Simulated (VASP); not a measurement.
# CdS (F-43m) in VASP: single point with PBE

Aim: the single point of CdS with PBE.

All numbers are computed with VASP 6.6.1; they aren't measurements. Logs are shortened: lines on timing, memory, paths and dates and some standing lists are left out, and cuts for length are marked.

### Step 1. The cell of the first run

It takes space group F-43m (No. 216, cubic). The conventional cell has a = 5.833 Å, b = 5.833 Å, c = 5.833 Å, α = 90.00°, β = 90.00°, γ = 90.00°. Within 3.3 Å of Cd (site symmetry -43m) lie 4 S at 2.53 Å. Within 3.3 Å of S (site symmetry -43m) lie 4 Cd at 2.53 Å.

### Step 2. Single point, PBE

The input, INCAR:

```
PREC = Accurate ; ENCUT = 520
EDIFF = 1E-6 ; ISMEAR = 0
SIGMA = 0.05 ; LREAL = F
LASPH = T ; NELM = 60
ALGO = Normal ; ISIF = 2
LWAVE = F ; LCHARG = F
GGA = PE ; NBANDS = 16
```

The input, KPOINTS:

```
regular mesh
0
Gamma
  12 12 12
```

The input, POSCAR:

```
CdS
1.0
    0.0000000000      2.9165000000      2.9165000000
    2.9165000000      0.0000000000      2.9165000000
    2.9165000000      2.9165000000      0.0000000000
Cd S
1 1
Direct
    0.0000000000      0.0000000000      0.0000000000
    0.7500000000      0.7500000000      0.7500000000
```

Potentials or basis: VASP PAW PBE potentials, release 64 (Cd, S).

Launch:

```sh
cat potpaw_PBE.64/Cd/POTCAR potpaw_PBE.64/S/POTCAR > POTCAR
mpirun -np 1 vasp_std > vasp.out
```

OUTCAR:

```text
PREC = Accurate
   ENCUT = 520
   EDIFF = 1E-6
   ISMEAR = 0
   LREAL = F
   LASPH = T
   NELM = 60
   ISIF = 2
   GGA = PE

 ion  position               nearest neighbor table
   1  0.000  0.000  0.000-   2 2.53   2 2.53   2 2.53   2 2.53
   2  0.750  0.750  0.750-   1 2.53   1 2.53   1 2.53   1 2.53

  LATTYP: Found a face centered cubic cell.
 ALAT       =     5.8330000000

  Lattice vectors:

 A1 = (   0.0000000000,   2.9165000000,   2.9165000000)
 A2 = (   2.9165000000,   0.0000000000,   2.9165000000)
 A3 = (   2.9165000000,   2.9165000000,   0.0000000000)

Analysis of symmetry for initial positions (statically):
=====================================================================
 Subroutine PRICEL returns:
 Original cell was already a primitive cell.

 Routine SETGRP: Setting up the symmetry group for a
 face centered cubic supercell.

 Subroutine GETGRP returns: Found 24 space group operations
 (whereof 24 operations were pure point group operations)
 out of a pool of 48 trial point group operations.

The static configuration has the point symmetry T_d .

Analysis of symmetry for dynamics (positions and initial velocities):
=====================================================================
 Subroutine PRICEL returns:
 Original cell was already a primitive cell.

 Routine SETGRP: Setting up the symmetry group for a
 face centered cubic supercell.

 Subroutine GETGRP returns: Found 24 space group operations
 (whereof 24 operations were pure point group operations)
 out of a pool of 48 trial point group operations.

The dynamic configuration has the point symmetry T_d .

 Subroutine INISYM returns: Found 24 space group operations
 (whereof 24 operations are pure point group operations),
 and found     1 'primitive' translations

----------------------------------------------------------------------------------------

                                     Primitive cell

  volume of cell :      49.6153

  direct lattice vectors                    reciprocal lattice vectors
     0.000000000  2.916500000  2.916500000    -0.171438368  0.171438368  0.171438368
     2.916500000  0.000000000  2.916500000     0.171438368 -0.171438368  0.171438368
     2.916500000  2.916500000  0.000000000     0.171438368  0.171438368 -0.171438368

  length of vectors
     4.124553855  4.124553855  4.124553855     0.296939964  0.296939964  0.296939964

  position of ions in fractional coordinates (direct lattice)
     0.000000000  0.000000000  0.000000000
     0.750000000  0.750000000  0.750000000

  ion indices of the primitive-cell ions
   primitive index   ion index
                 1           1
                 2           2

----------------------------------------------------------------------------------------

 KPOINTS: regular mesh

Automatic generation of k-mesh.
 Grid dimensions read from file:
 generate k-points for:   12   12   12

 Generating k-lattice:

  Cartesian coordinates                     Fractional coordinates (reciprocal lattice)
    -0.014286531  0.014286531  0.014286531     0.083333333  0.000000000  0.000000000
     0.014286531 -0.014286531  0.014286531     0.000000000  0.083333333  0.000000000
     0.014286531  0.014286531 -0.014286531     0.000000000  0.000000000  0.083333333

  Length of vectors
     0.024744997  0.024744997  0.024744997

  Shift w.r.t. Gamma in fractional coordinates (k-lattice)
     0.000000000  0.000000000  0.000000000

 Subroutine IBZKPT returns following result:
 ===========================================

 Found     72 irreducible k-points:

 Following reciprocal coordinates:
            Coordinates               Weight
  0.000000  0.000000  0.000000      1.000000
  0.083333  0.000000  0.000000      8.000000
  0.166667  0.000000  0.000000      8.000000
  0.250000  0.000000  0.000000      8.000000
  0.333333  0.000000  0.000000      8.000000
  0.416667  0.000000  0.000000      8.000000
[... 16 lines left out ...]
  0.500000  0.166667  0.000000     24.000000
 -0.416667  0.166667  0.000000     24.000000
 [... further k-points ...]
   k-points           NKPTS =     72   k-points in BZ     NKDIM =     72   number of bands    NBANDS=     16
   number of dos      NEDOS =    301   number of ions     NIONS =      2
   total plane-waves  NPLWV =  32768
   dimension x,y,z NGX =    32 NGY =   32 NGZ =   32
   dimension x,y,z NGXF=    64 NGYF=   64 NGZF=   64
   ions per type =               1   1
   NGX,Y,Z   is equivalent  to a cutoff of  12.90, 12.90, 12.90 a.u.
   NGXF,Y,Z  is equivalent  to a cutoff of  25.80, 25.80, 25.80 a.u.
 SYSTEM =  unknown system
   PREC   = accura    normal or accurate (medium, high low for compatibility)
   ISTART =      0    job   : 0-new  1-cont  2-samecut
   ICHARG =      2    charge: 1-file 2-atom 10-const
   ISPIN  =      1    spin polarized calculation?
   LNONCOLLINEAR =      F non collinear calculations
   LSORBIT =      F    spin-orbit coupling
   LASPH  =      T    aspherical Exc in radial PAW
   ENCUT  =  520.0 eV  38.22 Ry    6.18 a.u.   7.67  7.67  7.67*2*pi/ulx,y,z
   NELM   =     60;   NELMIN=  2; NELMDL= -5     # of ELM steps
   EDIFF  = 0.1E-05   stopping-criterion for ELM
   LREAL  =      F    real-space projection
   EDIFFG = 0.1E-04   stopping-criterion for IOM
   NSW    =      0    number of steps for IOM
   IBRION =     -1    ionic relax: 0-MD 1-quasi-New 2-CG
   NFREE  =      0    steps in history (QN), initial steepest desc. (CG)
   ISIF   =      2    stress and relaxation
   ISYM   =      2    0-nonsym 1-usesym 2-fastsym
   POTIM  = 0.5000    time-step for ionic-motion
   TEBEG  =    0.0;   TEEND  =   0.0 temperature during run
   PSTRESS=    0.0 pullay stress
   NELECT =      18.0000    total number of electrons
   NUPDOWN=      -1.0000    fix difference up-down
   EMIN   =  10.00;   EMAX   =-10.00  energy-range for DOS
   EFERMI =   0.00;   METHOD = LEGACY
   ISMEAR =     0;   SIGMA  =   0.05  broadening in eV -4-tet -1-fermi 0-gaus
   EFERMI_NEDOS =   21; number of points for ismear=-14 and -15
   IALGO  =     38    algorithm
   IMIX   =      4    mixing-type and parameters
     AMIX     =   0.40;   BMIX     =  1.00
     AMIX_MAG =   1.60;   BMIX_MAG =  1.00
  volume/ion in A,a.u.               =      24.81       167.41
  Fermi-wavevector in a.u.,A,eV,Ry     =   1.167599  2.206442 18.548649  1.363287
  Thomas-Fermi vector in A             =   2.304097
   LORBIT       =      0    0 simple, 1 ext, 2 COOP (PROOUT), +10 PAW based schemes
   GGA     = PE    functional components
   LHFCALC =     F    Hartree Fock is set to
   AEXX    =    0.0000 exact exchange contribution
   IVDW    =     0    specifies the selected vdW correction
   LEPSILON=     F    determine dielectric tensor
   LRPA    =     F    only Hartree local field effects (RPA)
 non-spin polarized calculation
 Gauss-broadening in eV      SIGMA  =   0.05
  energy-cutoff  :      520.00
  volume of cell :       49.62
 maximum number of plane-waves:      1363
   NGX = 15   NGY = 15   NGZ = 15

 number of electron      18.0000004 magnetization

 Free energy of the ion-electron system (eV)
  ---------------------------------------------------
  ext. energy  EPLUGINS =         0.00000000
  ---------------------------------------------------
  free energy    TOTEN  =        -6.12158000 eV

  energy without entropy =       -6.12158000  energy(sigma->0) =       -6.12158000

 E-fermi :   1.5422     XC(G=0):  -9.1499

 val. band max:        1.3138877443   @ k =   0.0000   0.0000   0.0000
 cond. band min:       2.4638512904   @ k =   0.0000   0.0000   0.0000
 fundamental gap:      1.1499635461
 Fermi energy:         1.5422051729

 k-point     1 :       0.0000    0.0000    0.0000
  band No.  band energies     occupation
      1     -11.0559      2.00000
      2      -6.4138      2.00000
      3      -6.4138      2.00000
      4      -6.4138      2.00000
      5      -5.9339      2.00000
      6      -5.9339      2.00000
[... 8 lines left out ...]
     15      12.7948      0.00000
     16      12.7948      0.00000

 k-point     2 :       0.0833    0.0000    0.0000
  band No.  band energies     occupation
      1     -11.0276      2.00000
      2      -6.4034      2.00000
      3      -6.4034      2.00000
      4      -6.3907      2.00000
      5      -5.9345      2.00000
      6      -5.9345      2.00000
[... 8 lines left out ...]
     15      12.4453      0.00000
     16      13.1392      0.00000

 k-point     3 :       0.1667    0.0000    0.0000
  band No.  band energies     occupation
      1     -10.9498      2.00000
      2      -6.3761      2.00000
      3      -6.3761      2.00000
      4      -6.3141      2.00000
      5      -5.9346      2.00000
      6      -5.9346      2.00000
[... 8 lines left out ...]
     15      12.0095      0.00000
     16      13.1626      0.00000

 k-point     4 :       0.2500    0.0000    0.0000
  band No.  band energies     occupation
      1     -10.8431      2.00000
      2      -6.3425      2.00000
      3      -6.3425      2.00000
      4      -6.1673      2.00000
      5      -5.9295      2.00000
      6      -5.9295      2.00000
[... 8 lines left out ...]
     15      11.9617      0.00000
     16      12.6504      0.00000

 k-point     5 :       0.3333    0.0000    0.0000
  band No.  band energies     occupation
      1     -10.7365      2.00000
      2      -6.3146      2.00000
      3      -6.3146      2.00000
      4      -5.9431      2.00000
      5      -5.9171      2.00000
      6      -5.9171      2.00000
[... 8 lines left out ...]
     15      12.4288      0.00000
     16      12.4288      0.00000

 k-point     6 :       0.4167    0.0000    0.0000
  band No.  band energies     occupation
      1     -10.6588      2.00000
      2      -6.2984      2.00000
      3      -6.2984      2.00000
      4      -5.9026      2.00000
      5      -5.9026      2.00000
      6      -5.6861      2.00000
[... 8 lines left out ...]
     15      13.2609      0.00000
     16      13.2609      0.00000

 k-point     7 :       0.5000    0.0000    0.0000
  band No.  band energies     occupation
      1     -10.6305      2.00000
      2      -6.2934      2.00000
      3      -6.2934      2.00000
      4      -5.8960      2.00000
      5      -5.8960      2.00000
      6      -5.5539      2.00000
[... 8 lines left out ...]
     15      13.8648      0.00000
     16      13.8648      0.00000

 k-point     8 :       0.0833    0.0833    0.0000
  band No.  band energies     occupation
      1     -11.0181      2.00000
      2      -6.3951      2.00000
      3      -6.3939      2.00000
      4      -6.3939      2.00000
      5      -5.9416      2.00000
      6      -5.9280      2.00000
[... 8 lines left out ...]
     15      12.8400      0.00000
     16      13.3395      0.00000

 k-point     9 :       0.1667    0.0833    0.0000
  band No.  band energies     occupation
      1     -10.9569      2.00000
      2      -6.3780      2.00000
      3      -6.3665      2.00000
      4      -6.3364      2.00000
      5      -5.9478      2.00000
      6      -5.9226      2.00000
[... 8 lines left out ...]
     15      12.6452      0.00000
     16      13.8389      0.00000
[... 172 lines left out ...]
 k-point    19 :       0.1667    0.1667    0.0000
  band No.  band energies     occupation
      1     -10.9148      2.00000
      2      -6.3373      2.00000
      3      -6.3373      2.00000
      4      -6.3349      2.00000
      5      -5.9584      2.00000
      6      -5.9122      2.00000
[... 8 lines left out ...]
     15      12.9712      0.00000
     16      14.7397      0.00000

 k-point    20 :       0.2500    0.1667    0.0000
  band No.  band energies     occupation
      1     -10.8347      2.00000
      2      -6.3198      2.00000
      3      -6.2986      2.00000
      4      -6.2408      2.00000
      5      -5.9569      2.00000
      6      -5.9023      2.00000
[... 8 lines left out ...]
     15      12.9754      0.00000
     16      14.7854      0.00000

 k-point    21 :       0.3333    0.1667    0.0000
  band No.  band energies     occupation
      1     -10.7383      2.00000
      2      -6.2973      2.00000
      3      -6.2637      2.00000
      4      -6.1062      2.00000
      5      -5.9100      2.00000
      6      -5.8924      2.00000
[... 8 lines left out ...]
     15      13.1842      0.00000
     16      14.3154      0.00000

 k-point    22 :       0.4167    0.1667    0.0000
  band No.  band energies     occupation
      1     -10.6520      2.00000
      2      -6.2797      2.00000
      3      -6.2419      2.00000
      4      -6.0131      2.00000
      5      -5.8858      2.00000
      6      -5.7427      2.00000
[... 8 lines left out ...]
     15      13.7289      0.00000
     16      14.1219      0.00000

 k-point    23 :       0.5000    0.1667    0.0000
  band No.  band energies     occupation
      1     -10.5988      2.00000
      2      -6.2709      2.00000
      3      -6.2351      2.00000
      4      -5.9648      2.00000
      5      -5.8899      2.00000
      6      -5.5367      2.00000
[... 8 lines left out ...]
     15      13.9190      0.00000
     16      14.2097      0.00000

 k-point    24 :      -0.4167    0.1667    0.0000
  band No.  band energies     occupation
      1     -10.5920      2.00000
      2      -6.2684      2.00000
      3      -6.2415      2.00000
      4      -5.9374      2.00000
      5      -5.9076      2.00000
      6      -5.4933      2.00000
[... 8 lines left out ...]
     15      13.0384      0.00000
     16      14.0480      0.00000

 [... further k-points ...]
[... 5 lines left out ...]
  --------------------------------------------------------------------------------------
  -------------------------------------------------------------------------------------
  Total        0.9935481      0.9935481      0.9935481      0.0000000      0.0000000     -0.0000000
  in kB       32.0836340     32.0836340     32.0836340      0.0000000      0.0000000     -0.0000000
  external PRESSURE =      32.0836340 kB  Pullay stress =       0.0000000 kB

 VOLUME and BASIS-vectors are now :
 -----------------------------------------------------------------------------
  energy-cutoff  :      520.00
  volume of cell :       49.62
      direct lattice vectors                 reciprocal lattice vectors
     0.000000000  2.916500000  2.916500000    -0.171438368  0.171438368  0.171438368
     2.916500000  0.000000000  2.916500000     0.171438368 -0.171438368  0.171438368
     2.916500000  2.916500000  0.000000000     0.171438368  0.171438368 -0.171438368

 POSITION                                       TOTAL-FORCE (eV/Angst)
 -----------------------------------------------------------------------------------
      0.00000      0.00000      0.00000        -0.000000     -0.000000     -0.000000
      4.37475      4.37475      4.37475         0.000000      0.000000      0.000000
 -----------------------------------------------------------------------------------
    total drift:                                0.000000      0.000000      0.000000

  FREE ENERGIE OF THE ION-ELECTRON SYSTEM (eV)
  ---------------------------------------------------
  free  energy   TOTEN  =        -6.1215799990 eV

  energy  without entropy=       -6.1215799990  energy(sigma->0) =       -6.12158000
```

It took 19 s on 1 thread of Intel Xeon 6975P-C (Granite Rapids), shared host; peak memory 0.21 GiB.

What came out:

```yaml
Free_energy: -6.1216 eV
Pressure: 3.2 GPa
Band_gap_on_the_k_mesh: 1.15 eV, direct
```

A k mesh can miss the band edges. PBE gaps usually lie below the measured ones, often by a third to a half.
